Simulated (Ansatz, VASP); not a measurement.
# One calculation of AlFe, two programs

Contents of INCAR:

```
  ALGO = Normal
  EDIFF = 1E-7
  ENCUT = 520
  GGA = PE
  ISIF = 2
  ISMEAR = -1
  ISPIN = 2
  LASPH = True
  LCHARG = False
  LMAXMIX = 4
  LORBIT = 11
  LREAL = False
  LWAVE = False
  MAGMOM = 0 3
  NBANDS = 16
  NELM = 150
  PREC = Accurate
  SIGMA = 0.1
```

File KPOINTS:

```
k-points
0
Gamma
  11 11 11
```

POSCAR

```
AlFe
1.0
    2.7565505702      0.0000000000      0.0000000000
    0.0000000000      2.7565505702      0.0000000000
    0.0000000000      0.0000000000      2.7565505702
Al Fe
1 1
Direct
    0.0000000000      0.0000000000      0.0000000000
    0.5000000000      0.5000000000      0.5000000000
```

Input for Ansatz:

```yaml
crystal:
  lattice:
    - [2.7565505702, 0.0, 0.0]
    - [0.0, 2.7565505702, 0.0]
    - [0.0, 0.0, 2.7565505702]
  atoms:
    - { symbol: Al, position: [0.0, 0.0, 0.0] }
    - { symbol: Fe, position: [0.5, 0.5, 0.5], spin: 3.0 }
magnetization:
  spin_polarized: true
kpoints:
  mp_grid: { grid: [11, 11, 11] }
scf:
  occupations: { method: fermi_dirac, width: 0.1 }
  lower_state_search: "off"
hamiltonian:
  xc: pbe
  pseudopotentials: { kind: paw }
output:
  forces: true
  stress: true
  eigenvalues: true
  populations: true
```

Change from the starting cell: volume scaled by 0.85, PAW files.

Alike in both runs: task single point; functional PBE; k mesh 11 × 11 × 11; occupations fermi-dirac, width 0.1 eV; collinear spin.

|  | VASP | Ansatz |
| --- | --- | --- |
| version | VASP 6.6.1 | Ansatz 0.2.0 |
| potentials or method | VASP PAW PBE potentials, release 64 (Al, Fe) | PAW with Ansatz's default frozen-core files, scalar-relativistic |
| plane-wave cutoff (eV) | 520 | 420 |
| valence electrons in the cell | 11 | 19 |

```tsv
	VASP	Ansatz	Ansatz less VASP
pressure (GPa)	29.2	29.1	-0.07
net moment per atom (μB)	0.30	0.30	+0.002
size of the moment on the site where the two differ most (μB)	0.62	0.61	-0.011
```

Site moments also hang on the region over which each program counts them. Both programs put the cell under a high pressure, so it lies far from rest at this level. The functional is the same, so the differences come from potentials, cutoffs and numerics. VASP's potentials hold 11 valence electrons a cell and Ansatz's 19, so a difference there can come from the potentials and not from the codes.
